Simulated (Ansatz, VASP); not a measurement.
# One calculation of Be, two programs

```
CELL_PARAMETERS angstrom
2.25497 0.00000 0.00000
-1.12748 1.95286 0.00000
0.00000 0.00000 3.55848
ATOMIC_POSITIONS crystal
Be 0.33333 0.66667 0.25000
Be 0.66667 0.33333 0.75000
```

Alike in both runs: functional PBEsol; k mesh 21 × 21 × 12; occupations gaussian, width 0.1 eV; no spin polarisation.

Ansatz relaxed the structure, and its values are those at the end. VASP's run is a single point on that final structure, the one shown.

|  | VASP | Ansatz |
| --- | --- | --- |
| version | VASP 6.6.1 | Ansatz 0.2.0 |
| potentials or method | VASP PAW PBE potentials, release 64 (Be), cutoff 520 eV | scalar-relativistic, plane waves, PAW |
| valence electrons in the cell | 4 | 4 |

Ansatz gave:

```
gap on the k mesh at the Fermi level (eV) : none
pressure (GPa)                            : 0.0
```

**Question.** Estimate VASP's values.

**Answer.** gap on the k mesh at the Fermi level (eV): none; pressure (GPa): 0.4.

VASP's potentials were made for PBE, not for PBEsol. A gap of «none» marks a metal or a gap that the smearing closes.
